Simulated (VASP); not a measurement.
Runs of VASP 6.6.1 on In2Au. The structure is that of space group Fm-3m (No. 225), or close to it. The cells are those of the table. 

| task | cell | gap on the mesh (eV) | pressure (GPa) |
| --- | --- | --- | --- |
| single point | a = 4.621 Å, angles 59.3°, 3 atoms | none | -1.2 |
| single point | a = 4.628 Å, angles 60.0°, 3 atoms | none | -2.5 |
| electric field gradients | a = 4.628 Å, angles 60.0°, 3 atoms | none | -2.5 |
| single point | a = 4.535 Å, angles 60.0°, 3 atoms | none | 2.0 |
| electric field gradients | a = 4.582 Å, angles 60.0°, 3 atoms | none | (a) |

Alike in all rows: level LDA; potentials or basis VASP PAW LDA potentials, release 64 (In_d, Au); no spin polarisation; k mesh 10 × 10 × 10; cutoff (eV) 520; smearing fermi-dirac 0.05 eV.

Problem. Estimate the missing entries.

Solution. (a) -0.5.

Caveats: spin-orbit coupling is left out, which moves the levels of the heavy elements.

A k mesh can miss the band edges, and the runs leave out spin-orbit coupling on Au, In.

A gap of «none» marks levels without a gap at the run's occupations.
